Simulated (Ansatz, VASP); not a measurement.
Te in VASP and in Ansatz

```xyz
1
Lattice="-1.9246 1.9246 1.9246 1.9246 -1.9246 1.9246 1.9246 1.9246 -1.9246" Properties=species:S:1:pos:R:3 pbc="T T T"
Te    0.0000    0.0000    0.0000
```

Alike in both runs: functional PBE; k mesh 16 × 16 × 16; occupations fermi-dirac, width 0.08 eV; no spin polarisation.

Ansatz relaxed the structure, and its values are those at the end. VASP's run is a single point on that final structure, the one shown.

|  | VASP | Ansatz |
| --- | --- | --- |
| version | VASP 6.6.1 | Ansatz 0.2.0 |
| potentials or method | VASP PAW PBE potentials, release 64 (Te) | PAW with Ansatz's default frozen-core files, scalar-relativistic |
| plane-wave cutoff (eV) | 520 | 420 |
| valence electrons in the cell | 6 | 16 |

```csv
,VASP,Ansatz,Ansatz less VASP
pressure (GPa),-0.1,0.0,+0.09
```

VASP's potentials hold 6 valence electrons a cell and Ansatz's 16, so a difference there can come from the potentials and not from the codes.

Spin-orbit coupling is off throughout.
